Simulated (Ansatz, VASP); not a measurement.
## One calculation of GaN, two programs

The input INCAR:

```
SYSTEM = GaN
PREC = Accurate ; ENCUT = 520
EDIFF = 1E-6 ; ISMEAR = 0
SIGMA = 0.01 ; LREAL = .FALSE.
LASPH = .TRUE. ; NELM = 150
ALGO = Normal ; ISIF = 2
LWAVE = .FALSE. ; LCHARG = .FALSE.
MAGMOM = 0 0 0 0 0 0 ; LORBIT = 11
LSORBIT = .TRUE. ; GGA_COMPAT = .FALSE.
LORBMOM = .TRUE. ; GGA = CA
NBANDS = 30
```

KPOINTS

```
Automatic mesh
0
G
  10 10 10
  0 0 0
```

Contents of POSCAR:

```
GaN
1.0
    0.0000000000      2.2388430543      2.2388430543
    2.2388430543      0.0000000000      2.2388430543
    2.2388430543      2.2388430543      0.0000000000
Ga N
1 1
Direct
    0.0000000000      0.0000000000      0.0000000000
    0.2500000000      0.2500000000      0.2500000000
```

Input for Ansatz:

```yaml
crystal:
  lattice:
    - [0.0, 2.2388430543, 2.2388430543]
    - [2.2388430543, 0.0, 2.2388430543]
    - [2.2388430543, 2.2388430543, 0.0]
  atoms:
    - { symbol: Ga, position: [0.0, 0.0, 0.0] }
    - { symbol: "N", position: [0.25, 0.25, 0.25] }
kpoints:
  mp_grid: { grid: [10, 10, 10] }
scf:
  occupations: { method: fixed }
  convergence: { dr2_threshold: 1.0e-10 }
hamiltonian:
  xc: lda
  pseudopotentials: { kind: all_electron, lapw: { basis_error: 0.0005 } }
magnetization:
  noncollinear: true
  spin_orbit: true
output:
  forces: true
  stress: true
  eigenstates:
    kpoints:
      - [0.0, 0.0, 0.0]
      - [0.5, 0.5, 0.0]
      - [0.5, 0.0, 0.5]
      - [0.0, 0.5, 0.5]
      - [0.0, 0.5, 0.0]
      - [0.5, 0.0, 0.0]
      - [0.0, 0.0, 0.5]
      - [0.5, 0.5, 0.5]
  eigenvalues: true
```

Alike in both runs: task single point; functional LDA; k mesh 10 × 10 × 10; non-collinear spin, spin-orbit coupling.

```csv
,VASP,Ansatz
version,VASP 6.6.1,Ansatz 0.2.0
potentials or method,"VASP PAW LDA potentials, release 64 (Ga_d, N), cutoff 520 eV",all-electron LAPW
occupations,"gaussian, width 0.01 eV",fixed
```

Ansatz gave:

* pressure (GPa): -2.8
* net moment per atom (μB): 0.00

Problem. Estimate VASP's values.

Solution. Pressure (GPa): -1.9; net moment per atom (μB): 0.00.

LDA's correlation is that of Perdew and Zunger in VASP and of Perdew and Wang (1992) in Ansatz. Ansatz ran all-electron here, and VASP with PAW potentials.
